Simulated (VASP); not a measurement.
# LiNbO3 in VASP: a series of runs

Runs on LiNbO3. Level: PBE. Tasks: single point.

All numbers are computed with VASP 6.6.1; they aren't measurements. Logs are shortened: lines on timing, memory, paths and dates and some standing lists are left out, and cuts for length are marked.

## (1) The cell of the first run

The structure is cubic, space group Pm-3m (No. 221). The conventional cell has a = 3.445 Å, b = 3.445 Å, c = 3.445 Å, α = 90.00°, β = 90.00°, γ = 90.00°. Li (site symmetry m-3m) has 6 O at 1.72 Å within 2.3 Å. Within 3.2 Å of Nb (site symmetry m-3m) lie 12 O at 2.44 Å and 8 Li at 2.98 Å. O (site symmetry 4/mmm) has 2 Li at 1.72 Å within 2.3 Å.

## (2) Single point, PBE

The input, INCAR:

```
PREC = Accurate ; ENCUT = 520
EDIFF = 1E-7 ; ISMEAR = 0
SIGMA = 0.1 ; LREAL = F
LASPH = T ; NELM = 80
ALGO = Normal ; ISIF = 2
LWAVE = F ; LCHARG = F
GGA = PE ; NBANDS = 25
```

The input, KPOINTS:

```
regular mesh
0
Gamma
  6 6 6
```

The input, POSCAR:

```
LiNbO3
1.0
    3.4448674927      0.0000000000      0.0000000000
    0.0000000000      3.4448674927      0.0000000000
    0.0000000000      0.0000000000      3.4448674927
Li Nb O
1 1 3
Direct
    0.5000000000      0.5000000000      0.5000000000
    0.0000000000      0.0000000000      0.0000000000
    0.0000000000      0.5000000000      0.5000000000
    0.5000000000      0.0000000000      0.5000000000
    0.5000000000      0.5000000000      0.0000000000
```

Potentials or basis: VASP PAW PBE potentials, release 64 (Li_sv, Nb_sv, O).

Started as:

```sh
$ cat potpaw_PBE.64/Li_sv/POTCAR potpaw_PBE.64/Nb_sv/POTCAR potpaw_PBE.64/O/POTCAR > POTCAR
$ mpirun -np 1 vasp_std > vasp.out
```

OUTCAR:

```text
PREC = Accurate
   ENCUT = 520
   EDIFF = 1E-7
   ISMEAR = 0
   LREAL = F
   LASPH = T
   NELM = 80
   ISIF = 2
   GGA = PE

 ion  position               nearest neighbor table
   1  0.500  0.500  0.500-   3 1.72   4 1.72   5 1.72   5 1.72   4 1.72   3 1.72
   2  0.000  0.000  0.000-   3 2.44   4 2.44   5 2.44   3 2.44   4 2.44   3 2.44   5 2.44   3 2.44
                             4 2.44   5 2.44   4 2.44   5 2.44
   3  0.000  0.500  0.500-   1 1.72   1 1.72   2 2.44   2 2.44   2 2.44   2 2.44
   4  0.500  0.000  0.500-   1 1.72   1 1.72   2 2.44   2 2.44   2 2.44   2 2.44
   5  0.500  0.500  0.000-   1 1.72   1 1.72   2 2.44   2 2.44   2 2.44   2 2.44

  LATTYP: Found a simple cubic cell.
 ALAT       =     3.4448674927

  Lattice vectors:

 A1 = (   3.4448674927,   0.0000000000,   0.0000000000)
 A2 = (   0.0000000000,   3.4448674927,   0.0000000000)
 A3 = (   0.0000000000,   0.0000000000,   3.4448674927)

Analysis of symmetry for initial positions (statically):
=====================================================================
 Subroutine PRICEL returns:
 Original cell was already a primitive cell.

 Routine SETGRP: Setting up the symmetry group for a
 simple cubic supercell.

 Subroutine GETGRP returns: Found 48 space group operations
 (whereof 48 operations were pure point group operations)
 out of a pool of 48 trial point group operations.

The static configuration has the point symmetry O_h .

Analysis of symmetry for dynamics (positions and initial velocities):
=====================================================================
 Subroutine PRICEL returns:
 Original cell was already a primitive cell.

 Routine SETGRP: Setting up the symmetry group for a
 simple cubic supercell.

 Subroutine GETGRP returns: Found 48 space group operations
 (whereof 48 operations were pure point group operations)
 out of a pool of 48 trial point group operations.

The dynamic configuration has the point symmetry O_h .

 Subroutine INISYM returns: Found 48 space group operations
 (whereof 48 operations are pure point group operations),
 and found     1 'primitive' translations

----------------------------------------------------------------------------------------

                                     Primitive cell

  volume of cell :      40.8806

[... 88 lines left out ...]
   NELM   =     80;   NELMIN=  2; NELMDL= -5     # of ELM steps
   EDIFF  = 0.1E-06   stopping-criterion for ELM
   LREAL  =      F    real-space projection
   EDIFFG = 0.1E-05   stopping-criterion for IOM
   NSW    =      0    number of steps for IOM
   IBRION =     -1    ionic relax: 0-MD 1-quasi-New 2-CG
   NFREE  =      0    steps in history (QN), initial steepest desc. (CG)
   ISIF   =      2    stress and relaxation
   ISYM   =      2    0-nonsym 1-usesym 2-fastsym
   POTIM  = 0.5000    time-step for ionic-motion
   TEBEG  =    0.0;   TEEND  =   0.0 temperature during run
   PSTRESS=    0.0 pullay stress
   NELECT =      34.0000    total number of electrons
   NUPDOWN=      -1.0000    fix difference up-down
   EMIN   =  10.00;   EMAX   =-10.00  energy-range for DOS
   EFERMI =   0.00;   METHOD = LEGACY
   ISMEAR =     0;   SIGMA  =   0.10  broadening in eV -4-tet -1-fermi 0-gaus
   EFERMI_NEDOS =   21; number of points for ismear=-14 and -15
   IALGO  =     38    algorithm
   IMIX   =      4    mixing-type and parameters
     AMIX     =   0.40;   BMIX     =  1.00
     AMIX_MAG =   1.60;   BMIX_MAG =  1.00
  volume/ion in A,a.u.               =       8.18        55.18
  Fermi-wavevector in a.u.,A,eV,Ry     =   1.539555  2.909338 32.248942  2.370230
  Thomas-Fermi vector in A             =   2.645767
   LORBIT       =      0    0 simple, 1 ext, 2 COOP (PROOUT), +10 PAW based schemes
   GGA     = PE    functional components
   LHFCALC =     F    Hartree Fock is set to
   AEXX    =    0.0000 exact exchange contribution
   IVDW    =     0    specifies the selected vdW correction
   LEPSILON=     F    determine dielectric tensor
   LRPA    =     F    only Hartree local field effects (RPA)
 non-spin polarized calculation
 Gauss-broadening in eV      SIGMA  =   0.10
  energy-cutoff  :      520.00
  volume of cell :       40.88
 maximum number of plane-waves:      1141
 NGX is ok and might be reduce to    28
   NGX = 13   NGY = 13   NGZ = 13

 number of electron      33.9999982 magnetization

 Free energy of the ion-electron system (eV)
  ---------------------------------------------------
  ext. energy  EPLUGINS =         0.00000000
  ---------------------------------------------------
  free energy    TOTEN  =       -32.64292732 eV

  energy without entropy =      -32.63352291  energy(sigma->0) =      -32.63822511

 E-fermi :   8.4234     XC(G=0): -12.7170

 val. band max:        8.4202980355   @ k =   0.1667   0.1667   0.0000
 cond. band min:       8.4740798031   @ k =   0.1667   0.1667   0.1667
 fundamental gap:      0.0537817677
 Fermi energy:         8.4233773179

 k-point     1 :       0.0000    0.0000    0.0000
  band No.  band energies     occupation
      1     -48.9622      2.00000
      2     -33.0824      2.00000
      3     -24.7373      2.00000
      4     -24.7373      2.00000
      5     -24.7373      2.00000
      6     -10.9416      2.00000
[... 549 lines left out ...]
     24      23.0579      0.00000
     25      23.0579      0.00000

------------------------ aborting loop because EDIFF is reached ----------------------------------------

  FORCE on cell =-STRESS in cart. coord.  units (eV):
  Direction    XX          YY          ZZ          XY          YZ          ZX
  --------------------------------------------------------------------------------------
  -------------------------------------------------------------------------------------
  Total        0.1797782      0.1797782      0.1797782      0.0000000      0.0000000     -0.0000000
  in kB        7.0457939      7.0457939      7.0457939      0.0000000      0.0000000     -0.0000000
  external PRESSURE =       7.0457939 kB  Pullay stress =       0.0000000 kB

 VOLUME and BASIS-vectors are now :
 -----------------------------------------------------------------------------
  energy-cutoff  :      520.00
  volume of cell :       40.88
      direct lattice vectors                 reciprocal lattice vectors
     3.444867493  0.000000000  0.000000000     0.290286927  0.000000000  0.000000000
     0.000000000  3.444867493  0.000000000     0.000000000  0.290286927  0.000000000
     0.000000000  0.000000000  3.444867493     0.000000000  0.000000000  0.290286927

 POSITION                                       TOTAL-FORCE (eV/Angst)
 -----------------------------------------------------------------------------------
      1.72243      1.72243      1.72243         0.000000      0.000000      0.000000
      0.00000      0.00000      0.00000         0.000000      0.000000      0.000000
      0.00000      1.72243      1.72243         0.000000      0.000000      0.000000
      1.72243      0.00000      1.72243         0.000000      0.000000      0.000000
      1.72243      1.72243      0.00000         0.000000      0.000000      0.000000
 -----------------------------------------------------------------------------------
    total drift:                                0.000000      0.000000      0.000000

  FREE ENERGIE OF THE ION-ELECTRON SYSTEM (eV)
  ---------------------------------------------------
  free  energy   TOTEN  =       -32.6429273156 eV

  energy  without entropy=      -32.6335229077  energy(sigma->0) =      -32.63822511
```

OSZICAR:

```text
N       E                     dE             d eps       ncg     rms          rms(c)
DAV:   1     0.309063094665E+03    0.30906E+03   -0.19153E+04  1000   0.148E+03
[... 10 lines left out ...]
DAV:  12    -0.326459635103E+02   -0.24561E-02   -0.10814E-02  1520   0.788E-01    0.396E-01
DAV:  13    -0.326432226189E+02    0.27409E-02   -0.65798E-03  1364   0.736E-01    0.142E-01
DAV:  14    -0.326430500843E+02    0.17253E-03   -0.99381E-04  1295   0.289E-01    0.846E-02
DAV:  15    -0.326429344548E+02    0.11563E-03   -0.89611E-05  1398   0.882E-02    0.191E-02
DAV:  16    -0.326429311342E+02    0.33206E-05   -0.59786E-06  1355   0.187E-02    0.150E-02
DAV:  17    -0.326429269964E+02    0.41378E-05   -0.58966E-06  1510   0.206E-02    0.183E-03
DAV:  18    -0.326429272191E+02   -0.22269E-06   -0.61334E-07  1195   0.728E-03    0.273E-03
DAV:  19    -0.326429273156E+02   -0.96547E-07   -0.28705E-08   734   0.145E-03
   1 F= -.32642927E+02 E0= -.32638225E+02  d E =-.940441E-02
```

Wall time 47 s (1 thread of AMD EPYC 7R13, shared host); peak memory 0.13 GiB.

What came out:

* Free energy: -32.6429 eV
* Band gap on the k mesh: zero (bands 17 and 18 overlap by 0.56 eV)

Levels at points of the mesh, in eV from the Fermi level:
```tsv
k point	band 15	band 16	band 17	band 18	band 19	band 20
(0.00, 0.00, 0.00)	-1.10	-1.10	-0.15	-0.15	-0.15	0.21
(0.50, 0.00, 0.00)	-1.62	-1.18	-1.18	0.35	0.63	2.66
(0.50, 0.50, 0.00)	-2.98	-1.22	0.12	1.29	1.42	2.66
(0.50, 0.50, 0.50)	-0.24	0.17	0.17	0.77	0.77	0.77
```

Caveat: the cutoff is under 1.25 times the usual one of these potentials, so pressure, stress and relaxed cells hold a basis-set (Pulay) error.

(Part 1 of 2 ends here.)

The gap in the log of VASP goes by the Fermi energy; the results here count the filled bands.